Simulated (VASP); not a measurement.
Here is a VASP 6.6.1 calculation.

Contents of INCAR:

```
SYSTEM = PbS
PREC = Accurate
ENCUT = 520
EDIFF = 1E-6
ISMEAR = 0
SIGMA = 0.05
LREAL = .FALSE.
LASPH = .TRUE.
NELM = 60
ALGO = Normal
ISIF = 2
LWAVE = .FALSE.
LCHARG = .TRUE.
GGA = PE
LELF = .TRUE.
LVHAR = .TRUE.
NELECT = 19.9
NBANDS = 17
```

The input KPOINTS:

```
regular mesh
0
G
  9 9 9
  0 0 0
```

File POSCAR:

```
PbS
1.0
    2.1126617058      1.2197458045      3.4519162518
   -2.1126617058      1.2197458045      3.4519162518
    0.0000000000     -2.4394916091      3.4519162518
Pb S
1 1
Direct
    0.9805657800      0.9805657800      0.9805657800
    0.4750355500      0.4750355500      0.4750355500
```

Potentials or basis: VASP PAW PBE potentials, release 64 (Pb_d, S).

Launch:

```sh
$ cat potpaw_PBE.64/Pb_d/POTCAR potpaw_PBE.64/S/POTCAR > POTCAR
$ mpirun -np 1 vasp_std > vasp.out
```

Problem. Estimate the largest force.

Solution. 0.031 eV/Å.

Forces in eV/Å, atoms in the order of the input:
```
Pb   0.000  0.000 -0.031
S    0.000  0.000  0.031
```

Caveat: the cell carries a net charge on a neutralising background, which shifts energy and pressure.
